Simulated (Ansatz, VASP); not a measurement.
**NaF: VASP beside Ansatz**

```
Na F
1.0
     0.00000    2.27005    2.27005
     2.27005    0.00000    2.27005
     2.27005    2.27005    0.00000
Na F
1 1
Direct
  0.00000 0.00000 0.00000
  0.50000 0.50000 0.50000
```

Alike in both runs: task single point; functional r2SCAN; dispersion rVV10; k mesh 8 × 8 × 8; occupations gaussian, width 0.05 eV; no spin polarisation.

|  | VASP | Ansatz |
| --- | --- | --- |
| version | VASP 6.6.1 | Ansatz 0.2.0 |
| potentials or method | VASP PAW PBE potentials, release 64 (Na_pv, F), cutoff 520 eV | scalar-relativistic, plane waves, PAW |
| valence electrons in the cell | 14 | 16 |

```csv
,VASP,Ansatz,Ansatz less VASP
gap on the k mesh at the Fermi level (eV),7.45,7.41,-0.038
least direct gap on the mesh (eV),7.45,7.41,-0.038
pressure (GPa),0.4,1.2,+0.79
```

VASP's potentials were made for PBE, not for r2SCAN. VASP's potentials hold 14 valence electrons a cell and Ansatz's 16, so a difference there can come from the potentials and not from the codes.
